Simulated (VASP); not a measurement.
Si3N4:

```
Si N
1.0
     7.60200    0.00000    0.00000
    -3.80100    6.58353    0.00000
     0.00000    0.00000    2.90600
Si N
6 8
Direct
  0.76796 0.17408 0.25000
  0.59389 0.76796 0.75000
  0.82592 0.59389 0.25000
  0.23204 0.82592 0.75000
  0.40611 0.23204 0.25000
  0.17408 0.40611 0.75000
  0.02995 0.32988 0.25000
  0.70007 0.02995 0.75000
  0.67012 0.70007 0.25000
  0.97005 0.67012 0.75000
  0.29993 0.97005 0.25000
  0.32988 0.29993 0.75000
  0.66667 0.33333 0.25000
  0.33333 0.66667 0.75000
```

Base run:

- Program: VASP 6.6.1
- Functional: LDA
- Potentials or basis: VASP PAW LDA potentials, release 64 (Si, N)
- Cutoff: 520 eV
- k mesh: 4 × 4 × 10
- Occupations: fermi-dirac, width 0.02 eV
- Spin: no spin polarisation

Its results: band gap on the k mesh 4.14 eV (least direct gap 4.34 eV); pressure -2.8 GPa; largest force 0.035 eV/Å.

Question: The run is repeated on the same cell with these changes: functional from LDA to r2SCAN; potentials or basis from VASP PAW LDA potentials, release 64 (Si, N) to VASP PAW PBE potentials, release 64 (Si, N). What comes out?

Answer: Band gap on the k mesh 4.99 eV (least direct gap 5.19 eV); pressure -0.1 GPa; largest force 0.039 eV/Å.

Caveats: the PAW data sets were made with another functional, which shifts forces and pressure a little (at least some runs).

A k mesh can miss the band edges.
